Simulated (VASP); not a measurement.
A run of VASP 6.6.1 is set up as follows.

Contents of INCAR:

```
SYSTEM = Si
ALGO     = Normal         ! electronic algorithm
EDIFF    = 1E-6           ! SCF threshold, eV
ENCUT    = 520            ! plane-wave cutoff, eV
GGA      = PE             ! functional
ISIF     = 2              ! what is computed and relaxed
ISMEAR   = -1             ! smearing method
LASPH    = .TRUE.         ! aspherical terms in the spheres
LCHARG   = .FALSE.        ! write CHGCAR
LREAL    = .FALSE.        ! projectors in reciprocal space
LWAVE    = .FALSE.        ! write WAVECAR
NBANDS   = 8              ! bands
NELM     = 60             ! most SCF steps
PREC     = Accurate       ! precision mode
SIGMA    = 0.1            ! smearing width, eV
```

File KPOINTS:

```
Automatic mesh
0
Gamma
  17 17 17
  0.5 0.5 0.5
```

POSCAR

```
Si
1.0
   -1.1355496630      1.1355496630      1.1355496630
    1.1355496630     -1.1355496630      1.1355496630
    1.1355496630      1.1355496630     -1.1355496630
Si
1
Direct
    0.0000000000      0.0000000000      0.0000000000
```

Potentials or basis: VASP PAW PBE potentials, release 64 (Si).

Command:

```console
$ cat potpaw_PBE.64/Si/POTCAR > POTCAR
$ mpirun -np 1 vasp_std > vasp.out
```

Question: Estimate the pressure.

Answer: 562.8 GPa.

Question: Predict the band gap on the k mesh.

Answer: Zero (band 2 reaches 44.09 eV, above the bottom of band 3 at 20.73 eV).
